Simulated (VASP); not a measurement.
A run of VASP 6.6.1 is set up as follows.

Contents of POSCAR:

```
P
1.0
    3.2849270078      0.0000000000      0.0000000000
   -1.6424635039      2.8448302383      0.0000000000
    0.0000000000      0.0000000000      3.2119763366
P
2
Direct
    0.3333333333      0.6666666667      0.2500000000
    0.6666666667      0.3333333333      0.7500000000
```

The input INCAR.step1:

```
SYSTEM = P
PREC = Accurate
ENCUT = 520
ISMEAR = -1
SIGMA = 0.1
LREAL = .FALSE.
LASPH = .TRUE.
NELM = 60
NBANDS = 12
GGA = PE
ALGO = Normal
EDIFF = 1E-4
LWAVE = .TRUE.
LCHARG = .FALSE.
```

File INCAR.step2:

```
SYSTEM = P
PREC = Accurate
ENCUT = 520
EDIFF = 1E-6
ISMEAR = -1
SIGMA = 0.1
LREAL = .FALSE.
LASPH = .TRUE.
NELM = 60
ALGO = Normal
ISIF = 2
LWAVE = .FALSE.
LCHARG = .TRUE.
METAGGA = R2SCAN
LMIXTAU = .TRUE.
LELF = .TRUE.
LVHAR = .TRUE.
NBANDS = 12
ISTART = 1
```

Contents of KPOINTS:

```
Automatic mesh
0
G
  13 13 7
  0 0 0
```

Potentials or basis: VASP PAW PBE potentials, release 64 (P).

Launch:

```bash
$ cat potpaw_PBE.64/P/POTCAR > POTCAR
$ cp INCAR.step1 INCAR
$ mpirun -np 1 vasp_std > vasp.out
$ cp INCAR.step2 INCAR
$ mpirun -np 1 vasp_std > vasp.out
```

**Question.** What does it give for the band gap on the k mesh?

**Answer.** Zero (band 5 reaches 10.95 eV, above the bottom of band 6 at 6.25 eV).

**Question.** Predict the pressure.

**Answer.** -0.3 GPa.

Stress tensor (GPa, compression positive):
```
-0.21  0.00  0.00
 0.00 -0.21  0.00
 0.00  0.00 -0.48
```

Caveat: the PAW data sets were made with another functional, which shifts forces and pressure a little.
